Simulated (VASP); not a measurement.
# Hf in VASP: a series of runs

The runs below take Hf through single point, with PBEsol.

All numbers are computed with VASP 6.6.1; they aren't measurements. Logs are shortened: lines on timing, memory, paths and dates and some standing lists are left out, and cuts for length are marked.

## (1) The cell of the first run

The cell holds a slab with vacuum, 2 atoms: a = 3.158 Å, b = 3.158 Å, c = 18.501 Å, α = 90.00°, β = 90.00°, γ = 120.00°.

## (2) Single point, PBEsol

INCAR

```
SYSTEM = Hf
ALGO = Normal
DIPOL = 0.5 0.5 0.500
EDIFF = 1E-7
ENCUT = 520
GGA = PS
IDIPOL = 3
ISIF = 2
ISMEAR = -1
LASPH = .True.
LCHARG = .False.
LDIPOL = .True.
LREAL = .False.
LWAVE = .False.
NBANDS = 17
NELM = 80
PREC = Accurate
SIGMA = 0.08
```

KPOINTS

```
k-points
0
Gamma
  12 12 1
  0 0 0
```

POSCAR

```
Hf
1.0
    3.1584504466      0.0000000000      0.0000000000
   -1.5792252233      2.7352983234      0.0000000000
    0.0000000000      0.0000000000     18.5009000000
Hf
2
Direct
    0.8333333330      0.1666666670      0.4324113852
    0.1666666670      0.8333333330      0.5675886148
```

Potentials or basis: VASP PAW PBE potentials, release 64 (Hf_pv).

Run with:

```sh
$ cat potpaw_PBE.64/Hf_pv/POTCAR > POTCAR
$ mpirun -np 1 vasp_std > vasp.out
```

OUTCAR:

```text
SYSTEM = Hf
   EDIFF = 1E-7
   ENCUT = 520
   GGA = PS
   ISIF = 2
   ISMEAR = -1
   LASPH = .True.
   LREAL = .False.
   NELM = 80
   PREC = Accurate

 ion  position               nearest neighbor table
   1  0.833  0.167  0.432-   2 3.10   2 3.10   2 3.10
   2  0.167  0.833  0.568-   1 3.10   1 3.10   1 3.10

  LATTYP: Found a hexagonal cell.
 ALAT       =     3.1584504466
 C/A-ratio  =     5.8575875458

  Lattice vectors:

 A1 = (   3.1584504466,   0.0000000000,   0.0000000000)
 A2 = (  -1.5792252233,   2.7352983234,   0.0000000000)
 A3 = (   0.0000000000,   0.0000000000,  18.5009000000)

Analysis of symmetry for initial positions (statically):
=====================================================================
 Subroutine PRICEL returns:
 Original cell was already a primitive cell.

 Routine SETGRP: Setting up the symmetry group for a
 hexagonal supercell.

 Subroutine GETGRP returns: Found 12 space group operations
 (whereof  4 operations were pure point group operations)
 out of a pool of 24 trial point group operations.

The static configuration has the point symmetry C_2h.
 The point group associated with its full space group is D_3d.

Analysis of symmetry for dynamics (positions and initial velocities):
=====================================================================
 Subroutine PRICEL returns:
 Original cell was already a primitive cell.

 Routine SETGRP: Setting up the symmetry group for a
 hexagonal supercell.

 Subroutine GETGRP returns: Found 12 space group operations
 (whereof  4 operations were pure point group operations)
 out of a pool of 24 trial point group operations.

The dynamic configuration has the point symmetry C_2h.
 The point group associated with its full space group is D_3d.

 Subroutine INISYM returns: Found 12 space group operations
 (whereof  4 operations are pure point group operations),
 and found     1 'primitive' translations

----------------------------------------------------------------------------------------

                                     Primitive cell

  volume of cell :     159.8349

  direct lattice vectors                    reciprocal lattice vectors
     3.158450447  0.000000000  0.000000000     0.316610951  0.182795418  0.000000000
    -1.579225223  2.735298323  0.000000000     0.000000000  0.365590836  0.000000000
     0.000000000  0.000000000 18.500900000     0.000000000  0.000000000  0.054051425

  length of vectors
     3.158450447  3.158450447 18.500900000     0.365590836  0.365590836  0.054051425

  position of ions in fractional coordinates (direct lattice)
     0.833333333  0.166666667  0.432411385
     0.166666667  0.833333333  0.567588615

  ion indices of the primitive-cell ions
   primitive index   ion index
                 1           1
                 2           2

----------------------------------------------------------------------------------------

 KPOINTS: k-points

Automatic generation of k-mesh.
 Grid dimensions read from file:
 generate k-points for:   12   12    1

 Generating k-lattice:

  Cartesian coordinates                     Fractional coordinates (reciprocal lattice)
     0.026384246  0.015232951  0.000000000     0.083333333  0.000000000  0.000000000
     0.000000000  0.030465903  0.000000000     0.000000000  0.083333333  0.000000000
     0.000000000  0.000000000  0.054051425     0.000000000  0.000000000  1.000000000

  Length of vectors
     0.030465903  0.030465903  0.054051425

  Shift w.r.t. Gamma in fractional coordinates (k-lattice)
     0.000000000  0.000000000  0.000000000

 Subroutine IBZKPT returns following result:
 ===========================================

 Found     19 irreducible k-points:

 Following reciprocal coordinates:
            Coordinates               Weight
  0.000000  0.000000  0.000000      1.000000
  0.083333  0.000000  0.000000      6.000000
  0.166667  0.000000  0.000000      6.000000
  0.250000  0.000000  0.000000      6.000000
  0.333333  0.000000  0.000000      6.000000
  0.416667  0.000000  0.000000      6.000000
[... 11 lines left out ...]
  0.333333  0.250000  0.000000     12.000000
  0.333333  0.333333  0.000000      2.000000
   k-points           NKPTS =     19   k-points in BZ     NKDIM =     19   number of bands    NBANDS=     17
   number of dos      NEDOS =    301   number of ions     NIONS =      2
   total plane-waves  NPLWV =  80640
   dimension x,y,z NGX =    24 NGY =   24 NGZ =  140
   dimension x,y,z NGXF=    48 NGYF=   48 NGZF=  280
   ions per type =               2
   NGX,Y,Z   is equivalent  to a cutoff of  12.63, 12.63, 12.58 a.u.
   NGXF,Y,Z  is equivalent  to a cutoff of  25.26, 25.26, 25.16 a.u.
 SYSTEM =  Hf
   PREC   = accura    normal or accurate (medium, high low for compatibility)
   ISTART =      0    job   : 0-new  1-cont  2-samecut
   ICHARG =      2    charge: 1-file 2-atom 10-const
   ISPIN  =      1    spin polarized calculation?
   LNONCOLLINEAR =      F non collinear calculations
   LSORBIT =      F    spin-orbit coupling
   LASPH  =      T    aspherical Exc in radial PAW
   ENCUT  =  520.0 eV  38.22 Ry    6.18 a.u.   5.87  5.87 34.40*2*pi/ulx,y,z
   NELM   =     80;   NELMIN=  2; NELMDL= -5     # of ELM steps
   EDIFF  = 0.1E-06   stopping-criterion for ELM
   LREAL  =      F    real-space projection
   EDIFFG = 0.1E-05   stopping-criterion for IOM
   NSW    =      0    number of steps for IOM
   IBRION =     -1    ionic relax: 0-MD 1-quasi-New 2-CG
   NFREE  =      0    steps in history (QN), initial steepest desc. (CG)
   ISIF   =      2    stress and relaxation
   ISYM   =      2    0-nonsym 1-usesym 2-fastsym
   POTIM  = 0.5000    time-step for ionic-motion
   TEBEG  =    0.0;   TEEND  =   0.0 temperature during run
   PSTRESS=    0.0 pullay stress
   NELECT =      20.0000    total number of electrons
   NUPDOWN=      -1.0000    fix difference up-down
   EMIN   =  10.00;   EMAX   =-10.00  energy-range for DOS
   EFERMI =   0.00;   METHOD = LEGACY
   ISMEAR =    -1;   SIGMA  =   0.08  broadening in eV -4-tet -1-fermi 0-gaus
   EFERMI_NEDOS =   21; number of points for ismear=-14 and -15
   IALGO  =     38    algorithm
   IMIX   =      4    mixing-type and parameters
     AMIX     =   0.40;   BMIX     =  1.00
     AMIX_MAG =   1.60;   BMIX_MAG =  1.00
  volume/ion in A,a.u.               =      79.92       539.31
  Fermi-wavevector in a.u.,A,eV,Ry     =   0.818831  1.547366  9.122492  0.670484
  Thomas-Fermi vector in A             =   1.929528
   LORBIT       =      0    0 simple, 1 ext, 2 COOP (PROOUT), +10 PAW based schemes
   GGA     = PS    functional components
   LHFCALC =     F    Hartree Fock is set to
   AEXX    =    0.0000 exact exchange contribution
   IVDW    =     0    specifies the selected vdW correction
   LEPSILON=     F    determine dielectric tensor
   LRPA    =     F    only Hartree local field effects (RPA)
 non-spin polarized calculation
  energy-cutoff  :      520.00
  volume of cell :      159.83
 maximum number of plane-waves:      4330
 NGX is ok and might be reduce to    24
   NGX = 11   NGY = 11   NGZ = 69

 number of electron      19.9999998 magnetization

 dipolmoment           0.000000      0.000000     -0.000000 electrons x Angstroem

 Free energy of the ion-electron system (eV)
  ---------------------------------------------------
  ext. energy  EPLUGINS =         0.00000000
  ---------------------------------------------------
  free energy    TOTEN  =       -18.90701261 eV

  energy without entropy =      -18.82568354  energy(sigma->0) =      -18.86634808

 E-fermi :  -1.7423     XC(G=0):  -4.2505

 val. band max:       -1.7783637376   @ k =   0.4167   0.0000   0.0000
 cond. band min:      -1.7220490073   @ k =   0.3333   0.3333   0.0000
 fundamental gap:      0.0563147303
 Fermi energy:        -1.7422821092

 k-point     1 :       0.0000    0.0000    0.0000
  band No.  band energies     occupation
      1     -32.8029      2.00000
      2     -32.3324      2.00000
      3     -32.1775      2.00000
      4     -32.1775      2.00000
      5     -32.1086      2.00000
      6     -32.1086      2.00000
[... 9 lines left out ...]
     16       2.0132      0.00000
     17       2.0132      0.00000

 k-point     2 :       0.0833    0.0000    0.0000
  band No.  band energies     occupation
      1     -32.7921      2.00000
      2     -32.3443      2.00000
      3     -32.2098      2.00000
      4     -32.1896      2.00000
      5     -32.1504      2.00000
      6     -32.1165      2.00000
[... 9 lines left out ...]
     16       1.7821      0.00000
     17       1.8993      0.00000

 k-point     3 :       0.1667    0.0000    0.0000
  band No.  band energies     occupation
      1     -32.7634      2.00000
      2     -32.4063      2.00000
      3     -32.2744      2.00000
      4     -32.2546      2.00000
      5     -32.2220      2.00000
      6     -32.1385      2.00000
[... 9 lines left out ...]
     16       1.4306      0.00000
     17       1.7371      0.00000

 k-point     4 :       0.2500    0.0000    0.0000
  band No.  band energies     occupation
      1     -32.7314      2.00000
      2     -32.5392      2.00000
      3     -32.3990      2.00000
      4     -32.2977      2.00000
      5     -32.2650      2.00000
      6     -32.1694      2.00000
[... 9 lines left out ...]
     16       1.3021      0.00000
     17       2.0304      0.00000
[... 243 lines left out ...]
      1     -32.7392      2.00000
      2     -32.6923      2.00000
      3     -32.5445      2.00000
      4     -32.4015      2.00000
      5     -32.3852      2.00000
      6     -32.3138      2.00000
[... 9 lines left out ...]
     16       2.2197      0.00000
     17       4.6489      0.00000

 k-point    18 :       0.3333    0.2500    0.0000
  band No.  band energies     occupation
      1     -32.7360      2.00000
      2     -32.7016      2.00000
      3     -32.5704      2.00000
      4     -32.4660      2.00000
      5     -32.3810      2.00000
      6     -32.3444      2.00000
[... 9 lines left out ...]
     16       2.2553      0.00000
     17       4.8325      0.00000

 k-point    19 :       0.3333    0.3333    0.0000
  band No.  band energies     occupation
      1     -32.6738      2.00000
      2     -32.6738      2.00000
      3     -32.6531      2.00000
      4     -32.5026      2.00000
      5     -32.3716      2.00000
      6     -32.3716      2.00000
[... 9 lines left out ...]
     16       2.1762      0.00000
     17       4.2902      0.00000

------------------------ aborting loop because EDIFF is reached ----------------------------------------

 vacuum level on the upper side and lower side of the slab       (xc-potential included)        -0.108        -0.108

  FORCE on cell =-STRESS in cart. coord.  units (eV):
  Direction    XX          YY          ZZ          XY          YZ          ZX
  --------------------------------------------------------------------------------------
  -------------------------------------------------------------------------------------
  Total       -2.5036917     -2.5036917     -3.1077863     -0.0000000      0.0000000     -0.0000000
  in kB      -25.0968841    -25.0968841    -31.1522998     -0.0000000      0.0000000     -0.0000000
  external PRESSURE =     -27.1153560 kB  Pullay stress =       0.0000000 kB

 VOLUME and BASIS-vectors are now :
 -----------------------------------------------------------------------------
  energy-cutoff  :      520.00
  volume of cell :      159.83
      direct lattice vectors                 reciprocal lattice vectors
     3.158450447  0.000000000  0.000000000     0.316610951  0.182795418  0.000000000
    -1.579225223  2.735298323  0.000000000     0.000000000  0.365590836  0.000000000
     0.000000000  0.000000000 18.500900000     0.000000000  0.000000000  0.054051425

 POSITION                                       TOTAL-FORCE (eV/Angst)
 -----------------------------------------------------------------------------------
      2.36884      0.45588      8.00000         0.000000      0.000000      1.240171
     -0.78961      2.27942     10.50090        -0.000000     -0.000000     -1.240171
 -----------------------------------------------------------------------------------
    total drift:                               -0.000000     -0.000000      0.000000

  FREE ENERGIE OF THE ION-ELECTRON SYSTEM (eV)
  ---------------------------------------------------
  free  energy   TOTEN  =       -18.9070126120 eV

  energy  without entropy=      -18.8256835384  energy(sigma->0) =      -18.86634808

 vacuum level on the upper side and lower side of the slab         2.671         2.671
```

Run time: 1.7 min. Hardware: 1 thread of Intel Xeon 8259CL, shared host; peak memory 0.27 GiB.

What came out:

* Free energy: -18.9070 eV
* Largest force: 1.240 eV/Å
* Band gap on the k mesh: zero (bands 10 and 11 overlap by 0.62 eV)

Forces in eV/Å, atoms in the order of the input:
```
Hf   0.000  0.000  1.240
Hf   0.000  0.000 -1.240
```

Levels at points of the mesh, in eV from the Fermi level:
```csv
k point,band 7,band 8,band 9,band 10,band 11,band 12,band 13,band 14
"(0.00, 0.00, 0.00)",-6.35,-4.41,-0.20,0.32,0.76,1.22,1.22,1.51
"(0.50, 0.00, 0.00)",-2.91,-2.83,-1.66,0.03,1.00,1.29,1.83,3.06
```

Caveat: the PAW data sets were made with another functional, which shifts forces and pressure a little; spin-orbit coupling is left out, which moves the levels of the heavy elements.

(Part 1 of 2 ends here.)

The gap in the log of VASP goes by the Fermi energy; the results here count the filled bands.